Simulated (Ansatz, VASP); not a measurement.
## Yb in VASP and in Ansatz

```
Yb
1.0
     3.63284    0.00000    0.00000
    -1.81642    3.14613    0.00000
     0.00000    0.00000    5.97993
Yb
2
Direct
  0.33333 0.66667 0.25000
  0.66667 0.33333 0.75000
```

Alike in both runs: task single point; functional RPBE; k mesh 11 × 11 × 6; occupations fermi-dirac, width 0.1 eV; no spin polarisation.

|  | VASP | Ansatz |
| --- | --- | --- |
| version | VASP 6.6.1 | Ansatz 0.2.0 |
| potentials or method | VASP PAW PBE potentials, release 64 (Yb), cutoff 520 eV | plane waves (420 eV) with PAW, scalar-relativistic |
| valence electrons in the cell | 48 | 48 |

|  | VASP | Ansatz | Ansatz less VASP |
| --- | --- | --- | --- |
| pressure (GPa) | 1.7 | 2.4 | +0.70 |
| traceless stress, the component that is largest in VASP (GPa) | -0.06 | -0.06 | +0.001 |

VASP's potentials were made for PBE, not for RPBE.

Spin-orbit coupling is off throughout.
